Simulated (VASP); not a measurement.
Runs of VASP 6.6.1 on Sb. The structure is that of space group I4/mmm (No. 139), or close to it. The cells are those of the table. 

```csv
task,level,spin,cell,k mesh,cutoff (eV),grid for exact exchange (PRECFOCK),share of exact exchange,screening parameter,gap on the mesh (eV),pressure (GPa)
single point,PBE0,off,"a = 3.487 Å, angles 126.6, 126.6, 78.8°, 1 atom",8 × 8 × 8,520,Normal,0.25,-,none,-0.4
single point,PBEsol,off,"a = 3.361 Å, angles 124.7, 124.7, 82.1°, 1 atom",12 × 12 × 12,520,-,-,-,none,5.0
single point,PBEsol,off,"a = 3.440 Å, angles 124.9, 124.9, 81.6°, 1 atom",12 × 12 × 12,520,-,-,-,none,0.0
relaxation of cell and atoms,PBEsol,off,"relaxed to 10 GPa from a = 3.511 Å, angles 126.6, 126.6, 78.8°, 1 atom",12 × 12 × 12,600,-,-,-,none,10.0
relaxation of cell and atoms,BLYP+D3(BJ),off,"relaxed from a = 3.511 Å, angles 126.6, 126.6, 78.8°, 1 atom",12 × 12 × 12,600,-,-,-,none,0.0
single point,PBEsol,off,"a = 3.211 Å, angles 124.3, 124.3, 82.7°, 1 atom",12 × 12 × 12,520,-,-,-,none,(b)
single point,PBEsol,"non-collinear, zero start, SOC","a = 3.511 Å, angles 126.6, 126.6, 78.8°, 1 atom",12 × 12 × 12,520,-,-,-,-,-1.1
single point,PBE0,off,"a = 3.557 Å, angles 126.6, 126.6, 78.8°, 1 atom",6 × 6 × 6,520,Normal,0.25,-,none,(a)
single point,HSE06,off,"a = 3.534 Å, angles 126.6, 126.6, 78.8°, 1 atom",8 × 8 × 8,520,Normal,0.25,0.2079 1/Å,none,-2.6
relaxation of cell and atoms,PBEsol,off,"relaxed to 30 GPa from a = 3.511 Å, angles 126.6, 126.6, 78.8°, 1 atom",12 × 12 × 12,600,-,-,-,none,30.0
```

Alike in all rows: smearing fermi-dirac 0.05 eV.

Task: Estimate the missing entries.

Result: (a) -4.3; (b) 20.2.

Caveats: some runs use coarse meshes; the PAW data sets were made with another functional, which shifts forces and pressure a little; spin-orbit coupling is left out, which moves the levels of the heavy elements (at least some runs); the cell stands under pressure (at least some runs); the cell is relaxed towards a set pressure, so the run minimises the enthalpy, not the energy (at least some runs); the dispersion term is far too large for a dense solid, which distorts pressure and volume (at least some runs).

A k mesh can miss the band edges, and rows without SOC leave out spin-orbit coupling on Sb.

A gap of «none» marks levels without a gap at the run's occupations.
